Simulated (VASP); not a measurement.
Write the native input for VASP 6.6.1 that does the following.

| Property | Result |
| --- | --- |
| Task | single point |
| Functional | LDA |
| Potentials or basis | VASP PAW LDA potentials, release 64 (Co, Si) |
| Cutoff | 520 eV |
| k mesh | 10 × 10 × 10 |
| Occupations | methfessel-paxton, width 0.1 eV |
| Spin | no spin polarisation |
| Dipole correction | no |
| Further INCAR settings | ALGO = Normal; EDIFF = 1e-06; NBANDS = 46 |

The structure of CoSi2 lies in POSCAR:

```
CoSi2
1.0
    5.2736444290      0.0000000000      0.0000000000
    0.0000000000      5.2736444290      0.0000000000
    0.0000000000      0.0000000000      5.2736444290
Co Si
4 8
Direct
    0.0000000000      0.0000000000      0.0000000000
    0.0000000000      0.5000000000      0.5000000000
    0.5000000000      0.0000000000      0.5000000000
    0.5000000000      0.5000000000      0.0000000000
    0.2500000000      0.2500000000      0.2500000000
    0.7500000000      0.7500000000      0.7500000000
    0.2500000000      0.7500000000      0.7500000000
    0.7500000000      0.2500000000      0.2500000000
    0.7500000000      0.2500000000      0.7500000000
    0.2500000000      0.7500000000      0.2500000000
    0.7500000000      0.7500000000      0.2500000000
    0.2500000000      0.2500000000      0.7500000000
```

One way to write it, as run:

INCAR

```
SYSTEM = CoSi2
  PREC = Accurate
  ENCUT = 520
  EDIFF = 1E-6
  ISMEAR = 1
  SIGMA = 0.1
  LREAL = .FALSE.
  LASPH = .TRUE.
  NELM = 60
  ALGO = Normal
  ISIF = 2
  LWAVE = .FALSE.
  LCHARG = .TRUE.
  GGA = CA
  LELF = .TRUE.
  LVHAR = .TRUE.
  NBANDS = 46
```

KPOINTS

```
regular mesh
0
G
  10 10 10
  0 0 0
```

Potentials or basis: VASP PAW LDA potentials, release 64 (Co, Si).

Run with:

```bash
$ cat potpaw_LDA.64/Co/POTCAR potpaw_LDA.64/Si/POTCAR > POTCAR
$ mpirun -np 1 vasp_std > vasp.out
```

It gave:

| Quantity | Value |
| --- | --- |
| Pressure | 0.3 GPa |
| Band gap on the k mesh | zero (bands 34 and 35 overlap by 1.77 eV) |

Wall time 5.4 min on 1 thread of AMD EPYC 7R13 Processor (Zen 3), on a shared host, peak memory 0.35 GiB.
